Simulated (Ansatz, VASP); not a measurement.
One calculation of SrO, two programs

```
Sr O
1.0
     3.51721    0.00000    0.00000
    -1.75861    3.04600    0.00000
     0.00000    0.00000    6.13837
Sr O
2 2
Direct
  0.33333 0.66667 0.25346
  0.66667 0.33333 0.75346
  0.00000 0.00000 0.98103
  0.00000 0.00000 0.48103
```

Change from the starting cell: mode 8 frozen in at -0.118 Å, equal normal strain along x, y and z -0.0167.

Alike in both runs: task single point; functional PBE; k mesh 9 × 9 × 4; occupations gaussian, width 0.05 eV; no spin polarisation.

|  | VASP | Ansatz |
| --- | --- | --- |
| version | VASP 6.6.1 | Ansatz 0.2.0 |
| potentials or method | VASP PAW PBE potentials, release 64 (Sr_sv, O), cutoff 520 eV | scalar-relativistic, plane waves, PAW |
| valence electrons in the cell | 32 | 32 |

|  | VASP | Ansatz | Ansatz less VASP |
| --- | --- | --- | --- |
| gap on the k mesh at the Fermi level (eV) | 3.27 | 3.31 | +0.036 |
| least direct gap on the mesh (eV) | 3.36 | 3.36 | +0.002 |
| pressure (GPa) | 5.9 | 5.3 | -0.67 |
| traceless stress, the component that is largest in VASP (GPa) | 0.40 | 0.42 | +0.025 |
| rms of the force components (eV/Å) | 0.236 | 0.222 | -0.0140 |

Atom by atom the forces differ by 0.014 eV/Å (rms over components).
